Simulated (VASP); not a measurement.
# PbS (Fm-3m) in VASP: settings compared

The runs below take PbS through electric field gradients, with LDA, PBEsol, r2SCAN, PBE, RPBE.

Everything below comes from runs of VASP 6.6.1. Logs are shortened: lines on timing, memory, paths and dates and some standing lists are left out, and cuts for length are marked.

## Step 1: The cell of the first run

It takes space group Fm-3m (No. 225, cubic). The conventional cell has a = 5.850 Å, b = 5.850 Å, c = 5.850 Å, α = 90.00°, β = 90.00°, γ = 90.00°. Pb (site symmetry m-3m) has 6 S at 2.92 Å within 3.9 Å. S (site symmetry m-3m) has 6 Pb at 2.92 Å within 3.9 Å.

## Step 2: Electric field gradients, LDA (25.02 Å³/atom)

INCAR

```
SYSTEM = PbS
PREC = Accurate
ENCUT = 400
EDIFF = 1E-8
ISMEAR = -1
SIGMA = 0.01
LREAL = .False.
LASPH = .True.
NELM = 120
ALGO = Normal
ISIF = 2
LWAVE = .False.
LCHARG = .False.
GGA = CA
LEFG = .True.
NBANDS = 17
GGA_COMPAT = .False.
```

KPOINTS

```
regular mesh
0
Gamma
  8 8 8
  0 0 0
```

POSCAR

```
PbS
1.0
    0.0000000000      2.9249275202      2.9249275202
    2.9249275202      0.0000000000      2.9249275202
    2.9249275202      2.9249275202      0.0000000000
Pb S
1 1
Direct
    0.0000000000      0.0000000000      0.0000000000
    0.5000000000      0.5000000000      0.5000000000
```

Potentials or basis: VASP PAW LDA potentials, release 64 (Pb_d, S).

Started as:

```console
> cat potpaw_LDA.64/Pb_d/POTCAR potpaw_LDA.64/S/POTCAR > POTCAR
> mpirun -np 1 vasp_std > vasp.out
```

OUTCAR:

```text
SYSTEM = PbS
   PREC = Accurate
   ENCUT = 400
   EDIFF = 1E-8
   ISMEAR = -1
   LREAL = .False.
   LASPH = .True.
   NELM = 120
   ISIF = 2
   GGA = CA

 ion  position               nearest neighbor table
   1  0.000  0.000  0.000-   2 2.92   2 2.92   2 2.92   2 2.92   2 2.92   2 2.92
   2  0.500  0.500  0.500-   1 2.92   1 2.92   1 2.92   1 2.92   1 2.92   1 2.92

  LATTYP: Found a face centered cubic cell.
 ALAT       =     5.8498550404

  Lattice vectors:

 A1 = (   0.0000000000,   2.9249275202,   2.9249275202)
 A2 = (   2.9249275202,   0.0000000000,   2.9249275202)
 A3 = (   2.9249275202,   2.9249275202,   0.0000000000)

Analysis of symmetry for initial positions (statically):
=====================================================================
 Subroutine PRICEL returns:
 Original cell was already a primitive cell.

 Routine SETGRP: Setting up the symmetry group for a
 face centered cubic supercell.

 Subroutine GETGRP returns: Found 48 space group operations
 (whereof 48 operations were pure point group operations)
 out of a pool of 48 trial point group operations.

The static configuration has the point symmetry O_h .

Analysis of symmetry for dynamics (positions and initial velocities):
=====================================================================
 Subroutine PRICEL returns:
 Original cell was already a primitive cell.

 Routine SETGRP: Setting up the symmetry group for a
 face centered cubic supercell.

 Subroutine GETGRP returns: Found 48 space group operations
 (whereof 48 operations were pure point group operations)
 out of a pool of 48 trial point group operations.

The dynamic configuration has the point symmetry O_h .

 Subroutine INISYM returns: Found 48 space group operations
 (whereof 48 operations are pure point group operations),
 and found     1 'primitive' translations

----------------------------------------------------------------------------------------

                                     Primitive cell

  volume of cell :      50.0467

  direct lattice vectors                    reciprocal lattice vectors
     0.000000000  2.924927520  2.924927520    -0.170944407  0.170944407  0.170944407
     2.924927520  0.000000000  2.924927520     0.170944407 -0.170944407  0.170944407
     2.924927520  2.924927520  0.000000000     0.170944407  0.170944407 -0.170944407

  length of vectors
     4.136472168  4.136472168  4.136472168     0.296084398  0.296084398  0.296084398

  position of ions in fractional coordinates (direct lattice)
     0.000000000  0.000000000  0.000000000
     0.500000000  0.500000000  0.500000000

  ion indices of the primitive-cell ions
   primitive index   ion index
                 1           1
                 2           2

----------------------------------------------------------------------------------------

 KPOINTS: regular mesh

Automatic generation of k-mesh.
 Grid dimensions read from file:
 generate k-points for:    8    8    8

 Generating k-lattice:

  Cartesian coordinates                     Fractional coordinates (reciprocal lattice)
    -0.021368051  0.021368051  0.021368051     0.125000000  0.000000000  0.000000000
     0.021368051 -0.021368051  0.021368051     0.000000000  0.125000000  0.000000000
     0.021368051  0.021368051 -0.021368051     0.000000000  0.000000000  0.125000000

  Length of vectors
     0.037010550  0.037010550  0.037010550

  Shift w.r.t. Gamma in fractional coordinates (k-lattice)
     0.000000000  0.000000000  0.000000000

 Subroutine IBZKPT returns following result:
 ===========================================

 Found     29 irreducible k-points:

 Following reciprocal coordinates:
            Coordinates               Weight
  0.000000  0.000000  0.000000      1.000000
  0.125000  0.000000  0.000000      8.000000
  0.250000  0.000000  0.000000      8.000000
  0.375000  0.000000  0.000000      8.000000
  0.500000  0.000000  0.000000      4.000000
  0.125000  0.125000  0.000000      6.000000
[... 16 lines left out ...]
  0.500000  0.250000  0.125000     48.000000
 -0.375000  0.250000  0.125000     24.000000
 [... further k-points ...]
   k-points           NKPTS =     29   k-points in BZ     NKDIM =     29   number of bands    NBANDS=     17
   number of dos      NEDOS =    301   number of ions     NIONS =      2
   total plane-waves  NPLWV =  21952
   dimension x,y,z NGX =    28 NGY =   28 NGZ =   28
   dimension x,y,z NGXF=    56 NGYF=   56 NGZF=   56
   ions per type =               1   1
   NGX,Y,Z   is equivalent  to a cutoff of  11.25, 11.25, 11.25 a.u.
   NGXF,Y,Z  is equivalent  to a cutoff of  22.51, 22.51, 22.51 a.u.
 SYSTEM =  PbS
   PREC   = accura    normal or accurate (medium, high low for compatibility)
   ISTART =      0    job   : 0-new  1-cont  2-samecut
   ICHARG =      2    charge: 1-file 2-atom 10-const
   ISPIN  =      1    spin polarized calculation?
   LNONCOLLINEAR =      F non collinear calculations
   LSORBIT =      F    spin-orbit coupling
   LASPH  =      T    aspherical Exc in radial PAW
   ENCUT  =  400.0 eV  29.40 Ry    5.42 a.u.   6.75  6.75  6.75*2*pi/ulx,y,z
   NELM   =    120;   NELMIN=  2; NELMDL= -5     # of ELM steps
   EDIFF  = 0.1E-07   stopping-criterion for ELM
   LREAL  =      F    real-space projection
   EDIFFG = 0.1E-06   stopping-criterion for IOM
   NSW    =      0    number of steps for IOM
   IBRION =     -1    ionic relax: 0-MD 1-quasi-New 2-CG
   NFREE  =      0    steps in history (QN), initial steepest desc. (CG)
   ISIF   =      2    stress and relaxation
   ISYM   =      2    0-nonsym 1-usesym 2-fastsym
   POTIM  = 0.5000    time-step for ionic-motion
   TEBEG  =    0.0;   TEEND  =   0.0 temperature during run
   PSTRESS=    0.0 pullay stress
   NELECT =      20.0000    total number of electrons
   NUPDOWN=      -1.0000    fix difference up-down
   EMIN   =  10.00;   EMAX   =-10.00  energy-range for DOS
   EFERMI =   0.00;   METHOD = LEGACY
   ISMEAR =    -1;   SIGMA  =   0.01  broadening in eV -4-tet -1-fermi 0-gaus
   EFERMI_NEDOS =   21; number of points for ismear=-14 and -15
   IALGO  =     38    algorithm
   IMIX   =      4    mixing-type and parameters
     AMIX     =   0.40;   BMIX     =  1.00
     AMIX_MAG =   1.60;   BMIX_MAG =  1.00
  volume/ion in A,a.u.               =      25.02       168.87
  Fermi-wavevector in a.u.,A,eV,Ry     =   1.205849  2.278725 19.783860  1.454073
  Thomas-Fermi vector in A             =   2.341534
   LORBIT       =      0    0 simple, 1 ext, 2 COOP (PROOUT), +10 PAW based schemes
   GGA     = CA    functional components
   LHFCALC =     F    Hartree Fock is set to
   AEXX    =    0.0000 exact exchange contribution
   IVDW    =     0    specifies the selected vdW correction
   LEPSILON=     F    determine dielectric tensor
   LRPA    =     F    only Hartree local field effects (RPA)
 non-spin polarized calculation
  energy-cutoff  :      400.00
  volume of cell :       50.05
 maximum number of plane-waves:       941
   NGX = 13   NGY = 13   NGZ = 13

 number of electron      20.0000007 magnetization

 Free energy of the ion-electron system (eV)
  ---------------------------------------------------
  ext. energy  EPLUGINS =         0.00000000
  ---------------------------------------------------
  free energy    TOTEN  =        -9.99903645 eV

  energy without entropy =       -9.99894546  energy(sigma->0) =       -9.99899096

 E-fermi :   6.2367     XC(G=0): -10.2203

 val. band max:        6.2129646818   @ k =   0.5000   0.0000   0.0000
 cond. band min:       6.2604519891   @ k =   0.5000   0.0000   0.0000
 fundamental gap:      0.0474873072
 Fermi energy:         6.2367083351

 k-point     1 :       0.0000    0.0000    0.0000
  band No.  band energies     occupation
      1     -10.6937      2.00000
      2     -10.6937      2.00000
      3     -10.6937      2.00000
      4     -10.6861      2.00000
      5     -10.6861      2.00000
      6      -7.7985      2.00000
[... 9 lines left out ...]
     16      12.6997      0.00000
     17      14.4700      0.00000

 k-point     2 :       0.1250    0.0000    0.0000
  band No.  band energies     occupation
      1     -10.6939      2.00000
      2     -10.6939      2.00000
      3     -10.6930      2.00000
      4     -10.6834      2.00000
      5     -10.6834      2.00000
      6      -7.6531      2.00000
[... 9 lines left out ...]
     16      13.0905      0.00000
     17      15.7878      0.00000
[... 421 lines left out ...]
 k-point    24 :      -0.3750    0.2500    0.1250
  band No.  band energies     occupation
      1     -10.7727      2.00000
      2     -10.7048      2.00000
      3     -10.6772      2.00000
      4     -10.6596      2.00000
      5     -10.6342      2.00000
      6      -6.1327      2.00000
[... 9 lines left out ...]
     16      17.0191      0.00000
     17      17.2698      0.00000

 [... further k-points ...]
[... 5 lines left out ...]
  --------------------------------------------------------------------------------------
  -------------------------------------------------------------------------------------
  Total       -0.0275880     -0.0275880     -0.0275880      0.0000000      0.0000000     -0.0000000
  in kB       -0.8831941     -0.8831941     -0.8831941      0.0000000      0.0000000     -0.0000000
  external PRESSURE =      -0.8831941 kB  Pullay stress =       0.0000000 kB

 VOLUME and BASIS-vectors are now :
 -----------------------------------------------------------------------------
  energy-cutoff  :      400.00
  volume of cell :       50.05
      direct lattice vectors                 reciprocal lattice vectors
     0.000000000  2.924927520  2.924927520    -0.170944407  0.170944407  0.170944407
     2.924927520  0.000000000  2.924927520     0.170944407 -0.170944407  0.170944407
     2.924927520  2.924927520  0.000000000     0.170944407  0.170944407 -0.170944407

 POSITION                                       TOTAL-FORCE (eV/Angst)
 -----------------------------------------------------------------------------------
      0.00000      0.00000      0.00000         0.000000      0.000000     -0.000000
      2.92493      2.92493      2.92493        -0.000000     -0.000000      0.000000
 -----------------------------------------------------------------------------------
    total drift:                                0.000000      0.000000      0.000000

  FREE ENERGIE OF THE ION-ELECTRON SYSTEM (eV)
  ---------------------------------------------------
  free  energy   TOTEN  =        -9.9990364544 eV

  energy  without entropy=       -9.9989454647  energy(sigma->0) =       -9.99899096

 Electric field gradients (V/A^2)
---------------------------------------------------------------------
 ion       V_xx      V_yy      V_zz      V_xy      V_xz      V_yz
---------------------------------------------------------------------
   1      -0.000    -0.000     0.000    -0.002    -0.002    -0.002
   2      -0.000     0.000    -0.000     0.000     0.000     0.000
---------------------------------------------------------------------

 Electric field gradients after diagonalization (V/A^2)
 (convention: |V_zz| > |V_xx| > |V_yy|)
----------------------------------------------------------------------
 ion       V_xx      V_yy      V_zz     asymmetry (V_yy - V_xx)/ V_zz
----------------------------------------------------------------------
   1       0.002     0.002    -0.003       0.000
   2      -0.000    -0.000     0.000       0.000
----------------------------------------------------------------------

           NMR quadrupolar parameters

 Cq : quadrupolar parameter    Cq=e*Q*V_zz/h
 eta: asymmetry parameters     (V_yy - V_xx)/ V_zz
 Q  : nuclear electric quadrupole moment in mb (millibarn)
----------------------------------------------------------------------
 ion       Cq(MHz)       eta       Q (mb)
----------------------------------------------------------------------
   1      -0.000       0.000       1.000
   2       0.000       0.000       1.000
----------------------------------------------------------------------
```

It took 10 s on 1 thread of AMD EPYC 9R45 (Zen 5), shared host; peak memory 0.12 GiB.

What came out:

* Free energy: -9.9990 eV
* Pressure: -0.1 GPa
* Band gap on the k mesh: 0.05 eV
* Largest electric field gradient by atom: zero within the noise of the run

Caveat: spin-orbit coupling is left out, which moves the levels of the heavy elements. A k mesh can miss the band edges.

## Step 3: Electric field gradients, PBEsol

This run uses another cell than the first one, of 26.07 Å³/atom.

Edit INCAR of step 2 so:

```diff
@@ -13,3 +13,3 @@
 LCHARG = .False.
-GGA = CA
+GGA = PS
 LEFG = .True.
```

KPOINTS is that of step 2.

POSCAR

```
PbS
1.0
    0.0000000000      2.9650000000      2.9650000000
    2.9650000000      0.0000000000      2.9650000000
    2.9650000000      2.9650000000      0.0000000000
Pb S
1 1
Direct
    0.0000000000      0.0000000000      0.0000000000
    0.5000000000      0.5000000000      0.5000000000
```

Potentials or basis: VASP PAW PBE potentials, release 64 (Pb_d, S).

Started as:

```console
> cat potpaw_PBE.64/Pb_d/POTCAR potpaw_PBE.64/S/POTCAR > POTCAR
> mpirun -np 1 vasp_std > vasp.out
```

OUTCAR:

```text
SYSTEM = PbS
   PREC = Accurate
   ENCUT = 400
   EDIFF = 1E-8
   ISMEAR = -1
   LREAL = .False.
   LASPH = .True.
   NELM = 120
   ISIF = 2
   GGA = PS

 ion  position               nearest neighbor table
   1  0.000  0.000  0.000-   2 2.96   2 2.96   2 2.96   2 2.96   2 2.96   2 2.96
   2  0.500  0.500  0.500-   1 2.96   1 2.96   1 2.96   1 2.96   1 2.96   1 2.96

  LATTYP: Found a face centered cubic cell.
 ALAT       =     5.9300000000

  Lattice vectors:

 A1 = (   0.0000000000,   2.9650000000,   2.9650000000)
 A2 = (   2.9650000000,   0.0000000000,   2.9650000000)
 A3 = (   2.9650000000,   2.9650000000,   0.0000000000)

Analysis of symmetry for initial positions (statically):
=====================================================================
 Subroutine PRICEL returns:
 Original cell was already a primitive cell.

 Routine SETGRP: Setting up the symmetry group for a
 face centered cubic supercell.

[... 668 lines left out ...]
      direct lattice vectors                 reciprocal lattice vectors
     0.000000000  2.965000000  2.965000000    -0.168634064  0.168634064  0.168634064
     2.965000000  0.000000000  2.965000000     0.168634064 -0.168634064  0.168634064
     2.965000000  2.965000000  0.000000000     0.168634064  0.168634064 -0.168634064

 POSITION                                       TOTAL-FORCE (eV/Angst)
 -----------------------------------------------------------------------------------
      0.00000      0.00000      0.00000        -0.000000      0.000000      0.000000
      2.96500      2.96500      2.96500         0.000000     -0.000000      0.000000
 -----------------------------------------------------------------------------------
    total drift:                                0.000000      0.000000      0.000000

  FREE ENERGIE OF THE ION-ELECTRON SYSTEM (eV)
  ---------------------------------------------------
  free  energy   TOTEN  =        -9.4555975321 eV

  energy  without entropy=       -9.4555975174  energy(sigma->0) =       -9.45559752

 Electric field gradients (V/A^2)
---------------------------------------------------------------------
 ion       V_xx      V_yy      V_zz      V_xy      V_xz      V_yz
---------------------------------------------------------------------
   1       0.000    -0.000     0.000    -0.001    -0.001    -0.001
   2      -0.000    -0.000    -0.000    -0.000    -0.000    -0.000
---------------------------------------------------------------------

 Electric field gradients after diagonalization (V/A^2)
 (convention: |V_zz| > |V_xx| > |V_yy|)
----------------------------------------------------------------------
 ion       V_xx      V_yy      V_zz     asymmetry (V_yy - V_xx)/ V_zz
----------------------------------------------------------------------
   1       0.001     0.001    -0.002       0.000
   2       0.000     0.000    -0.001       0.000
----------------------------------------------------------------------

           NMR quadrupolar parameters

 Cq : quadrupolar parameter    Cq=e*Q*V_zz/h
 eta: asymmetry parameters     (V_yy - V_xx)/ V_zz
 Q  : nuclear electric quadrupole moment in mb (millibarn)
----------------------------------------------------------------------
 ion       Cq(MHz)       eta       Q (mb)
----------------------------------------------------------------------
   1      -0.000       0.000       1.000
   2      -0.000       0.000       1.000
----------------------------------------------------------------------
```

It took 11 s on 1 thread of AMD EPYC 9R45 (Zen 5), shared host; peak memory 0.13 GiB.

Results:

```
Free energy                             : -9.4556 eV
Pressure                                : -0.8 GPa
Band gap on the k mesh                  : 0.25 eV
Largest electric field gradient by atom : zero within the noise of the run
```

Levels at points of the mesh, in eV from the valence-band top:
```csv
k point,band 6,band 7,band 8,band 9,band 10,band 11,band 12,band 13,band 14,band 15
"(0.00, 0.00, 0.00)",-13.61,-6.06,-2.17,-2.17,-2.17,5.16,5.16,5.16,6.64,6.64
"(0.50, 0.00, 0.00)",-12.34,-8.90,-1.78,-1.78,0.00,0.25,1.89,1.89,8.49,10.09
"(0.50, 0.50, 0.00)",-11.90,-7.24,-5.26,-3.47,-3.47,3.72,5.53,5.64,5.64,11.18
```

Caveat: the PAW data sets were made with another functional, which shifts forces and pressure a little; spin-orbit coupling is left out, which moves the levels of the heavy elements. A k mesh can miss the band edges.

(Part 1 of 3 ends here.)
